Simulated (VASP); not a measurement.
Write the native input for VASP 6.6.1 that does the following.

```
Task                   : single point
Functional             : PBEsol
Potentials or basis    : VASP PAW PBE potentials, release 64 (C)
Cutoff                 : 520 eV
k mesh                 : 9 × 9 × 6
Occupations            : gaussian, width 0.02 eV
Spin                   : no spin polarisation
Dipole correction      : no
Further INCAR settings : ALGO = Normal; EDIFF = 1e-06; NBANDS = 16
```

The structure of C lies in POSCAR:

```
C
1.0
    2.4612466107      0.0000000000      0.0000000000
   -1.2306233054      2.1315020899      0.0000000000
    0.0000000000      0.0000000000      4.0732164421
C
4
Direct
    0.3333333333      0.6666666667     -0.0001040124
    0.6666666667      0.3333333333      0.4998959876
    0.3333333333      0.6666666667      0.3741040124
    0.6666666667      0.3333333333      0.8741040124
```

This cell differs from its parent crystal: strained cell.

One way to write it, as run:

INCAR

```
PREC     = Accurate       # precision mode
ENCUT    = 520            # plane-wave cutoff, eV
EDIFF    = 1E-6           # SCF threshold, eV
ISMEAR   = 0              # smearing method
SIGMA    = 0.02           # smearing width, eV
LREAL    = F              # projectors in reciprocal space
LASPH    = T              # aspherical terms in the spheres
NELM     = 100            # most SCF steps
ALGO     = Normal         # electronic algorithm
ISIF     = 2              # what is computed and relaxed
LWAVE    = F              # write WAVECAR
LCHARG   = T              # write CHGCAR
GGA      = PS             # functional
LELF     = T              # ELF
LVHAR    = T            
NBANDS   = 16             # bands
```

KPOINTS

```
regular mesh
0
Gamma
  9 9 6
```

Potentials or basis: VASP PAW PBE potentials, release 64 (C).

Launch:

```bash
$ cat potpaw_PBE.64/C/POTCAR > POTCAR
$ mpirun -np 1 vasp_std > vasp.out
```

Results of the run:

| Quantity | Value |
| --- | --- |
| Pressure | 27.0 GPa |
| Largest force | 0.003 eV/Å |
| Band gap on the k mesh | 2.85 eV (least direct gap 4.91 eV) |

Caveat: the cell differs from its parent crystal (strained cell); the cell stands under pressure; the PAW data sets were made with another functional, which shifts forces and pressure a little; an odd mesh through Γ misses points on the zone boundary, where band edges can lie.

Wall time 22 s on 1 thread of Intel Xeon 8259CL, with other jobs on the host, peak memory 0.13 GiB.
